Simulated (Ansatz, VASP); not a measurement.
**Two plane-wave programs on MnHg**

POSCAR

```
MnHg
1.0
    3.2989236683      0.0000000000      0.0000000000
    0.0000000000      3.2989236683      0.0000000000
    0.0000000000      0.0000000000      3.3240067254
Mn Hg
1 1
Direct
    0.5000000000      0.5000000000      0.5000000000
    0.0000000000      0.0000000000      0.0000000000
```

Contents of INCAR.step1:

```
SYSTEM = MnHg
PREC     = Accurate       ! precision mode
ENCUT    = 520            ! plane-wave cutoff, eV
ISMEAR   = -1             ! smearing method
SIGMA    = 0.05           ! smearing width, eV
LREAL    = .False.        ! projectors in reciprocal space
LASPH    = .True.         ! aspherical terms in the spheres
NELM     = 150            ! most SCF steps
ISPIN    = 2              ! spin polarisation
MAGMOM   = 4 0            ! initial moments
LMAXMIX  = 4              ! l up to which the mixer works
NBANDS   = 24             ! bands
GGA      = PE             ! functional
ALGO     = Normal         ! electronic algorithm
EDIFF    = 1E-4           ! SCF threshold, eV
LWAVE    = .True.         ! write WAVECAR
LCHARG   = .False.        ! write CHGCAR
```

INCAR.step2

```
SYSTEM = MnHg
PREC     = Accurate       ! precision mode
ENCUT    = 520            ! plane-wave cutoff, eV
EDIFF    = 1E-6           ! SCF threshold, eV
ISMEAR   = -1             ! smearing method
SIGMA    = 0.05           ! smearing width, eV
LREAL    = .False.        ! projectors in reciprocal space
LASPH    = .True.         ! aspherical terms in the spheres
NELM     = 150            ! most SCF steps
ALGO     = Normal         ! electronic algorithm
ISIF     = 2              ! what is computed and relaxed
LWAVE    = .False.        ! write WAVECAR
LCHARG   = .False.        ! write CHGCAR
ISPIN    = 2              ! spin polarisation
MAGMOM   = 4 0            ! initial moments
LORBIT   = 11             ! projections on sites
LMAXMIX  = 4              ! l up to which the mixer works
METAGGA  = R2SCAN         ! meta-GGA
LMIXTAU  = .True.       
NBANDS   = 24             ! bands
ISTART   = 1
```

KPOINTS

```
Automatic mesh
0
Gamma
  9 9 9
  0 0 0
```

Input for Ansatz:

```yaml
crystal:
  lattice:
    - [3.298923668286389, 0.0, 0.0]
    - [0.0, 3.298923668286389, 0.0]
    - [0.0, 0.0, 3.3240067253749417]
  atoms:
    - { symbol: Mn, position: [0.5, 0.5, 0.5], spin: 4.0 }
    - { symbol: Hg, position: [0.0, 0.0, 0.0] }
basis:
  ecutwfc: 600.0
kpoints:
  mp_grid:
    grid: [9, 9, 9]
hamiltonian:
  xc: r2scan
magnetization:
  spin_polarized: true
scf:
  occupations:
    method: fermi_dirac
    width: 0.05
output:
  stress: true
```

Alike in both runs: task single point; functional r2SCAN; k mesh 9 × 9 × 9; occupations fermi-dirac, width 0.05 eV; collinear spin.

```csv
,VASP,Ansatz
version,VASP 6.6.1,Ansatz 0.2.0
potentials or method,"VASP PAW PBE potentials, release 64 (Mn_pv, Hg), cutoff 520 eV","plane waves, PAW"
valence electrons in the cell,25,35
```

Ansatz gave:

```
pressure (GPa)                                                : 2.0
traceless stress, the component that is largest in VASP (GPa) : -0.12
net moment per atom (μB)                                      : 2.10
size of the moment on the site where the two differ most (μB) : 4.20
```

Q: What did VASP give for the same quantities?

A: Pressure (GPa): 2.6; traceless stress, the component that is largest in VASP (GPa): -0.12; net moment per atom (μB): 2.10; size of the moment on the site where the two differ most (μB): 4.14.

VASP's potentials were made for PBE, not for r2SCAN. Site moments also hang on the region over which each program counts them. VASP's potentials hold 25 valence electrons a cell and Ansatz's 35, so a difference there can come from the potentials and not from the codes. Ansatz's warnings: stability check not made.

Spin-orbit coupling is off throughout.
